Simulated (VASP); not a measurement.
BaTe (CsCl type): electric field gradients with PBE

BaTe (CsCl type):

```
Ba Te
1.0
     4.27045    0.00000    0.00000
     0.00000    4.27045    0.00000
     0.00000    0.00000    4.27045
Ba Te
1 1
Direct
  0.00000 0.00000 0.00000
  0.50000 0.50000 0.50000
```

```yaml
Program: VASP 6.6.1
Task: electric field gradients
Functional: PBE
Potentials_or_basis: VASP PAW PBE potentials, release 64 (Ba_sv, Te)
Cutoff: 520 eV
k_mesh: 9 × 9 × 9
Occupations: fermi-dirac, width 0.05 eV
Spin: no spin polarisation
Dipole_correction: no
Further_INCAR_settings: ALGO = Normal; EDIFF = 1e-08; NBANDS = 15
```

| Quantity | Value |
| --- | --- |
| Pressure | -0.1 GPa |
| Band gap on the k mesh | 0.87 eV (least direct gap 1.18 eV) |
| Largest electric field gradient by atom | zero within the noise of the run |

Levels at points of the mesh, in eV from the valence-band top:
```
           k point  band 6  band 7  band 8  band 9  band 10  band 11
(0.00, 0.00, 0.00)   -0.30   -0.30   -0.30    0.87     0.87     2.41
```

Wall time 37 s on 1 thread of Intel(R) Xeon(R) Platinum 8259CL CPU @ 2.50GHz (Skylake/Cascade Lake), with other jobs on the host, peak memory 0.2 GiB.

Caveat: spin-orbit coupling is left out, which moves the levels of the heavy elements; an odd mesh through Γ misses points on the zone boundary, where band edges can lie.
